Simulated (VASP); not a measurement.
Runs of VASP 6.6.1 on As. The structure is that of space group P6/mmm (No. 191), or close to it. The cells are those of the table. This isn't the form of As at room conditions, which is rhombohedral.

```tsv
cell	gap on the mesh (eV)	pressure (GPa)
a = 5.083, b = 5.083, c = 2.961 Å, angles 90.0, 90.0, 120.0°, 3 atoms	none	(a)
a = 5.210, b = 5.210, c = 3.035 Å, angles 90.0, 90.0, 120.0°, 3 atoms	none	(b)
a = 4.808, b = 4.808, c = 2.800 Å, angles 90.0, 90.0, 120.0°, 3 atoms	none	10.9
a = 4.880, b = 4.880, c = 2.842 Å, angles 90.0, 90.0, 120.0°, 3 atoms	none	6.5
a = 5.017, b = 5.017, c = 2.922 Å, angles 90.0, 90.0, 120.0°, 3 atoms	none	0.2
```

Alike in all rows: task single point; level BLYP; potentials or basis VASP PAW PBE potentials, release 64 (As); no spin polarisation; k mesh 8 × 8 × 12; cutoff (eV) 520; smearing fermi-dirac 0.1 eV.

Q: Estimate the missing entries.

A: (a) -2.1; (b) -5.4.

Caveats: the PAW data sets were made with another functional, which shifts forces and pressure a little; the cell stands under pressure (at least some runs); the cell stands under tension (at least some runs).

A k mesh can miss the band edges, and the runs leave out spin-orbit coupling on As.

A gap of «none» marks levels without a gap at the run's occupations.
